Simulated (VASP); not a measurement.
Here is a VASP 6.6.1 calculation.

Contents of INCAR:

```
PREC = Accurate ; ENCUT = 520
EDIFF = 1E-7 ; ISMEAR = -1
SIGMA = 0.08 ; LREAL = False
LASPH = True ; NELM = 60
ALGO = Normal ; ISIF = 2
LWAVE = False ; LCHARG = False
GGA = PE ; NBANDS = 25
```

KPOINTS

```
Automatic mesh
0
Gamma
  11 11 6
```

POSCAR

```
AlRu
1.0
    2.5732285111      0.0000000000      0.0000000000
   -1.2866142556      2.2284812604      0.0000000000
    0.0000000000      0.0000000000      7.0960349463
Ru Al
2 2
Direct
    0.0000000000      0.0000000000      0.0000000000
    0.0000000000      0.0000000000      0.5000000000
    0.3333333333      0.6666666667      0.2500000000
    0.6666666667      0.3333333333      0.7500000000
```

Potentials or basis: VASP PAW PBE potentials, release 64 (Ru_pv, Al).

Run with:

```bash
$ cat potpaw_PBE.64/Ru_pv/POTCAR potpaw_PBE.64/Al/POTCAR > POTCAR
$ mpirun -np 1 vasp_std > vasp.out
```

(1) Predict the pressure.

(2) What does it give for the band gap on the k mesh?

## Answers

(1) 128.4 GPa.

(2) zero (band 17 reaches 18.30 eV, above the bottom of band 18 at 14.85 eV).
